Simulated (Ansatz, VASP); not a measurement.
## One calculation of PC4, two programs

```
P C
1.0
    -2.17979    2.17979    2.17979
     2.17979   -2.17979    2.17979
     2.17979    2.17979   -2.17979
P C
1 4
Direct
  0.00000 0.00000 0.00000
  0.00000 0.00000 0.50000
  0.50000 0.00000 0.00000
  0.50000 0.50000 0.50000
  0.00000 0.50000 0.00000
```

Change from the starting cell: species swapped into the NiHg4 type (Im-3m, No. 229).

Alike in both runs: functional PBE; k mesh 12 × 12 × 12; occupations gaussian, width 0.1 eV; no spin polarisation.

Ansatz relaxed the structure, and its values are those at the end. VASP's run is a single point on that final structure, the one shown.

```csv
,VASP,Ansatz
version,VASP 6.6.1,Ansatz 0.2.0
potentials or method,"VASP PAW PBE potentials, release 64 (P, C), cutoff 520 eV","scalar-relativistic, plane waves, PAW"
valence electrons in the cell,21,21
```

|  | VASP | Ansatz | Ansatz less VASP |
| --- | --- | --- | --- |
| gap on the k mesh at the Fermi level (eV) | none | none | - |
| pressure (GPa) | -0.5 | 0.0 | +0.48 |

A gap of «none» marks a metal or a gap that the smearing closes.
